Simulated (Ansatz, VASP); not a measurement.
Given: the input of a run of VASP 6.6.1 on PbSe.

The input INCAR:

```
SYSTEM = PbSe
  ALGO = Normal
  EDIFF = 1E-6
  ENCUT = 520
  GGA = PE
  ISIF = 2
  ISMEAR = -1
  LASPH = .True.
  LCHARG = .False.
  LREAL = .False.
  LWAVE = .False.
  NBANDS = 28
  NELM = 60
  PREC = Accurate
  SIGMA = 0.05
```

File KPOINTS:

```
k-points
0
Gamma
  6 6 3
  0 0 0
```

The input POSCAR:

```
PbSe
1.0
    4.4729872793      0.0000000000      0.0000000000
   -0.0104467110      4.4729750800      0.0000000000
   -2.2312702840     -2.2364875401     12.1587223602
Pb Se
2 2
Direct
    0.8068400000      0.8073040000      0.6184430000
    0.1854540000      0.1998100000      0.3823760000
    0.2873320000      0.3231460000      0.6231940000
    0.6842660000      0.6998950000      0.3779650000
```

Potentials or basis: VASP PAW PBE potentials, release 64 (Pb_d, Se).

Run with:

```console
$ cat potpaw_PBE.64/Pb_d/POTCAR potpaw_PBE.64/Se/POTCAR > POTCAR
$ mpirun -np 1 vasp_std > vasp.out
```

Q: Set up the same calculation for Ansatz 0.2.0. Potentials there: all-electron LAPW, scalar-relativistic.

A: As run (the cutoff follows the program's own potentials):

The input input.yaml:

```yaml
crystal:
  lattice:
    - [4.4729872793, 0.0, 0.0]
    - [-0.010446711, 4.47297508, 0.0]
    - [-2.231270284, -2.2364875401, 12.1587223602]
  atoms:
    - { symbol: Pb, position: [0.80684, 0.807304, 0.618443] }
    - { symbol: Pb, position: [0.185454, 0.19981, 0.382376] }
    - { symbol: Se, position: [0.287332, 0.323146, 0.623194] }
    - { symbol: Se, position: [0.684266, 0.699895, 0.377965] }
kpoints:
  mp_grid: { grid: [6, 6, 3] }
scf:
  occupations: { method: fermi_dirac, width: 0.05 }
hamiltonian:
  xc: pbe
  pseudopotentials: { kind: all_electron, lapw: { basis_error: 0.001 } }
output:
  forces: true
  stress: true
  eigenvalues: true
```

Potentials or basis: all-electron LAPW, scalar-relativistic.

Command:

```bash
$ ansatz run input.yaml --threads 2 --pin off --max-ram 6144MiB --backend cpu --events-out ev --progress --plain --runs-dir out
```

Both were run:

|  | VASP | Ansatz | Ansatz less VASP |
| --- | --- | --- | --- |
| gap on the k mesh at the Fermi level (eV) | 1.56 | 1.56 | -0.001 |
| least direct gap on the mesh (eV) | 1.56 | 1.56 | -0.001 |
| rms of the force components (eV/Å) | 0.214 | 0.218 | +0.0032 |

Atom by atom the forces differ by 0.003 eV/Å (rms over components). Ansatz ran all-electron here, and VASP with PAW potentials.

Neither program's run includes spin-orbit coupling.
